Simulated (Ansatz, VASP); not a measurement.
# MgCd3Se3 in VASP and in Ansatz

```
Mg Cd Se
1.0
     7.34552    0.00000    0.00000
    -3.67276    6.36141    0.00000
     0.00000    0.00000    5.18752
Mg Cd Se
1 3 3
Direct
  0.00000 0.00000 0.50000
  0.00000 0.00000 0.00000
  0.66667 0.33333 0.00000
  0.33333 0.66667 0.50000
  0.46608 0.53392 0.00000
  0.46608 0.93216 0.00000
  0.06784 0.53392 0.00000
```

Alike in both runs: functional PBE; k mesh 3 × 3 × 3; occupations gaussian, width 0.2 eV; no spin polarisation.

Ansatz relaxed the structure, and its values are those at the end. VASP's run is a single point on that final structure, the one shown.

|  | VASP | Ansatz |
| --- | --- | --- |
| version | VASP 6.6.1 | Ansatz 0.2.0 |
| potentials or method | VASP PAW PBE potentials, release 64 (Mg, Cd, Se), cutoff 520 eV | scalar-relativistic, plane waves, PAW |
| valence electrons in the cell | 56 | 118 |

```tsv
	VASP	Ansatz	Ansatz less VASP
gap on the k mesh at the Fermi level (eV)	none	none	-
pressure (GPa)	0.4	0.2	-0.11
rms of the force components (eV/Å)	0.003	0.012	+0.0081
```

A gap of «none» marks a metal or a gap that the smearing closes. VASP's potentials hold 56 valence electrons a cell and Ansatz's 118, so a difference there can come from the potentials and not from the codes.

The k mesh is coarse, so the values compare programs but aren't converged.
